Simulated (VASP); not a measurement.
Here is a VASP 6.6.1 calculation.

INCAR

```
PREC = Accurate ; ENCUT = 520
EDIFF = 1E-6 ; ISMEAR = 0
SIGMA = 0.1 ; LREAL = F
LASPH = T ; NELM = 60
ALGO = Normal ; ISIF = 2
LWAVE = F ; LCHARG = F
GGA = PE ; NBANDS = 24
```

KPOINTS

```
regular mesh
0
Gamma
  12 12 16
```

File POSCAR:

```
TaF3
1.0
    4.3319506741      0.0000000000      0.0000000000
   -2.1659753370      3.7515793317      0.0000000000
    0.0000000000      0.0000000000      2.9109815948
Ta F
1 3
Direct
    0.0000000000      0.0000000000      0.0000000000
    0.5000000000      0.0000000000      0.0000000000
    0.0000000000      0.5000000000      0.0000000000
    0.5000000000      0.5000000000      0.0000000000
```

Potentials or basis: VASP PAW PBE potentials, release 64 (Ta_pv, F).

Launch:

```bash
$ cat potpaw_PBE.64/Ta_pv/POTCAR potpaw_PBE.64/F/POTCAR > POTCAR
$ mpirun -np 1 vasp_std > vasp.out
```

Q: Predict the band gap on the k mesh.

A: Zero (bands 16 and 17 overlap by 1.81 eV).

Q: What does it give for the pressure?

A: -0.1 GPa.

Stress tensor (GPa, compression positive):
```
 0.05  0.00  0.00
 0.00  0.05  0.00
 0.00  0.00 -0.47
```

Caveat: spin-orbit coupling is left out, which moves the levels of the heavy elements.
